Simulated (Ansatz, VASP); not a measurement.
## Two plane-wave programs on C

INCAR

```
SYSTEM = C
  ALGO = Normal
  EDIFF = 1E-7
  EDIFFG = -0.01
  ENCUT = 600
  GGA = PE
  IBRION = 2
  ISIF = 3
  ISMEAR = -1
  LASPH = .True.
  LCHARG = .False.
  LREAL = .False.
  LWAVE = .False.
  NELM = 80
  NSW = 80
  PREC = Accurate
  SIGMA = 0.1
```

The input KPOINTS:

```
k-points
0
Gamma
  16 16 16
  0 0 0
```

File POSCAR:

```
C
1.0
    1.9260827495      0.0000000000      0.0000000000
    0.0000000000      1.9260827495      0.0000000000
    0.0000000000      0.0000000000      1.9260827495
C
1
Direct
    0.0000000000      0.0000000000      0.0000000000
```

Input for Ansatz:

```yaml
crystal:
  lattice:
    - [1.9260827495, 0.0, 0.0]
    - [0.0, 1.9260827495, 0.0]
    - [0.0, 0.0, 1.9260827495]
  atoms:
    - { symbol: C, position: [0.0, 0.0, 0.0] }
hamiltonian:
  xc: pbe
  pseudopotentials:
    kind: paw
    azcp:
      C: "pseudopotentials/C.paw.azcp"
basis:
  ecutwfc: 420
  fft_grid_basis: typed
kpoints:
  mp_grid: { grid: [16, 16, 16], shift: [0, 0, 0] }
magnetization:
  spin_polarized: false
scf:
  occupations: { method: fermi_dirac, width: 0.1 }
relax:
  max_steps: 60
  f_tol: 0.01
  cell: {}
```

Alike in both runs: task relaxation of cell and atoms; functional PBE; k mesh 16 × 16 × 16; occupations fermi-dirac, width 0.1 eV; no spin polarisation.

|  | VASP | Ansatz |
| --- | --- | --- |
| version | VASP 6.6.1 | Ansatz 0.2.0 |
| potentials or method | VASP PAW PBE potentials, release 64 (C), cutoff 600 eV | plane waves (420 eV) with PAW, scalar-relativistic |
| valence electrons in the cell | 4 | 4 |

Ansatz gave:

| Item | Value |
| --- | --- |
| relaxed volume (Å³/atom) | 5.53 |
| relaxed cell length with the largest relative difference (Å) | 1.768 |

Question: Which values does VASP return?

Answer: Relaxed volume (Å³/atom): 5.52; relaxed cell length with the largest relative difference (Å): 1.767.

Noted on VASP's run: the volume moved by over 15 % at a fixed basis, so the end points are rough.
